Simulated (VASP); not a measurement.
Input of a VASP 6.6.1 run:

The input INCAR:

```
ALGO     = Normal         # electronic algorithm
EDIFF    = 1E-6           # SCF threshold, eV
ENCUT    = 500            # plane-wave cutoff, eV
GGA      = PE             # functional
GGA_COMPAT= False        
ISIF     = 2              # what is computed and relaxed
ISMEAR   = 0              # smearing method
LASPH    = True           # aspherical terms in the spheres
LCHARG   = True           # write CHGCAR
LELF     = True           # ELF
LREAL    = False          # projectors in reciprocal space
LVHAR    = True         
LWAVE    = False          # write WAVECAR
NBANDS   = 15             # bands
NELM     = 120            # most SCF steps
PREC     = Accurate       # precision mode
SIGMA    = 0.1            # smearing width, eV
```

File KPOINTS:

```
k-points
0
Gamma
  6 6 6
```

Contents of POSCAR:

```
KCl
1.0
    0.0000000000      3.1341000000      3.1341000000
    3.1341000000      0.0000000000      3.1341000000
    3.1341000000      3.1341000000      0.0000000000
K Cl
1 1
Direct
    0.0000000000      0.0000000000      0.0000000000
    0.5000000000      0.5000000000      0.5000000000
```

Potentials or basis: VASP PAW PBE potentials, release 64 (K_sv, Cl).

Run with:

```sh
$ cat potpaw_PBE.64/K_sv/POTCAR potpaw_PBE.64/Cl/POTCAR > POTCAR
$ mpirun -np 1 vasp_std > vasp.out
```

Estimate the pressure.

1.0 GPa.

Estimate the band gap on the k mesh.

5.23 eV.
